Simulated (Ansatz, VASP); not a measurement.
**Two plane-wave programs on In3GeO2**

```
In Ge O
1.0
     4.15108    0.00000    0.00000
    -2.07554    3.59494    0.00000
     0.00000    0.00000    7.91569
In Ge O
3 1 2
Direct
  0.33333 0.66667 0.65960
  0.66667 0.33333 0.65960
  0.00000 0.00000 0.91341
  0.00000 0.00000 0.25419
  0.33333 0.66667 0.93029
  0.66667 0.33333 0.93029
```

Alike in both runs: task relaxation of cell and atoms; functional PBE; k mesh 6 × 6 × 2; occupations gaussian, width 0.1 eV; no spin polarisation.

|  | VASP | Ansatz |
| --- | --- | --- |
| version | VASP 6.6.1 | Ansatz 0.2.0 |
| potentials or method | VASP PAW PBE potentials, release 64 (In_d, Ge_d, O), cutoff 600 eV | scalar-relativistic, plane waves, PAW |
| valence electrons in the cell | 65 | 65 |

Ansatz gave:

| Property | Result |
| --- | --- |
| gap on the k mesh at the Fermi level, each at its own relaxed structure (eV) | none |
| relaxed volume (Å³/atom) | 20.15 |
| relaxed cell length with the largest relative difference (Å) | 5.718 |

Question: Estimate VASP's values.

Answer: gap on the k mesh at the Fermi level, each at its own relaxed structure (eV): none; relaxed volume (Å³/atom): 20.14; relaxed cell length with the largest relative difference (Å): 5.769.

A gap of «none» marks a metal or a gap that the smearing closes.

The k mesh is coarse, so the values compare programs but aren't converged.
